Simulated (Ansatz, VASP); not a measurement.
**Two plane-wave programs on SrO**

```
Sr O
1.0
     1.80637    1.04291    9.32583
    -1.80637    1.04291    9.32583
     0.00000   -2.08582    9.32583
Sr O
3 3
Direct
  0.50000 0.50000 0.50000
  0.61239 0.61239 0.61239
  0.38761 0.38761 0.38761
  0.00000 0.00000 0.00000
  0.77708 0.77708 0.77708
  0.22292 0.22292 0.22292
```

Alike in both runs: functional PBE; k mesh 6 × 6 × 6; occupations gaussian, width 0.1 eV; no spin polarisation.

Ansatz relaxed the structure, and its values are those at the end. VASP's run is a single point on that final structure, the one shown.

|  | VASP | Ansatz |
| --- | --- | --- |
| version | VASP 6.6.1 | Ansatz 0.2.0 |
| potentials or method | VASP PAW PBE potentials, release 64 (Sr_sv, O), cutoff 520 eV | scalar-relativistic, plane waves, PAW |
| valence electrons in the cell | 48 | 48 |

VASP gave:

```
gap on the k mesh at the Fermi level (eV) : 3.46
least direct gap on the mesh (eV)         : 3.57
pressure (GPa)                            : 0.6
rms of the force components (eV/Å)        : 0.004
```

Q: Which values does Ansatz return?

A: gap on the k mesh at the Fermi level (eV): 3.50; least direct gap on the mesh (eV): 3.60; pressure (GPa): 0.1; rms of the force components (eV/Å): 0.002.
